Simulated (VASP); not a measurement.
Here is a VASP 6.6.1 calculation.

The input POSCAR:

```
Fe
1.0
   -1.3650158294      1.3650158294      1.3650158294
    1.3650158294     -1.3650158294      1.3650158294
    1.3650158294      1.3650158294     -1.3650158294
Fe
1
Direct
    0.0000000000      0.0000000000      0.0000000000
```

INCAR.step1

```
PREC     = Accurate       # precision mode
ENCUT    = 660            # plane-wave cutoff, eV
ISMEAR   = -1             # smearing method
SIGMA    = 0.1            # smearing width, eV
LREAL    = False          # projectors in reciprocal space
LASPH    = True           # aspherical terms in the spheres
NELM     = 120            # most SCF steps
NBANDS   = 10             # bands
GGA      = PE             # functional
ALGO     = Normal         # electronic algorithm
EDIFF    = 1E-5           # SCF threshold, eV
LWAVE    = True           # write WAVECAR
LCHARG   = False          # write CHGCAR
GGA_COMPAT= False
```

INCAR.step2

```
PREC     = Accurate       # precision mode
ENCUT    = 660            # plane-wave cutoff, eV
EDIFF    = 1E-6           # SCF threshold, eV
ISMEAR   = -1             # smearing method
SIGMA    = 0.1            # smearing width, eV
LREAL    = False          # projectors in reciprocal space
LASPH    = True           # aspherical terms in the spheres
NELM     = 120            # most SCF steps
ALGO     = Normal         # electronic algorithm
ISIF     = 2              # what is computed and relaxed
LWAVE    = False          # write WAVECAR
LCHARG   = False          # write CHGCAR
METAGGA  = R2SCAN         # meta-GGA
LMIXTAU  = True         
NBANDS   = 10             # bands
ISTART   = 1            
GGA_COMPAT= False
```

File KPOINTS:

```
Automatic mesh
0
Gamma
  6 6 6
```

Potentials or basis: VASP PAW PBE potentials, release 64 (Fe).

Launch:

```console
$ cat potpaw_PBE.64/Fe/POTCAR > POTCAR
$ cp INCAR.step1 INCAR
$ mpirun -np 1 vasp_std > vasp.out
$ cp INCAR.step2 INCAR
$ mpirun -np 1 vasp_std > vasp.out
```

Problem. What does it give for the band gap on the k mesh?

Solution. Zero (band 4 reaches 8.06 eV, above the bottom of band 5 at 5.76 eV).

Problem. Predict the pressure.

Solution. 2.1 GPa.

Caveat: the k points lie up to 0.54 Å⁻¹ apart; the PAW data sets were made with another functional, which shifts forces and pressure a little; the run has no spin polarisation, though such a crystal can be magnetic. Spin polarisation is off, so any magnetic state and its effect on volume and gap are missing.
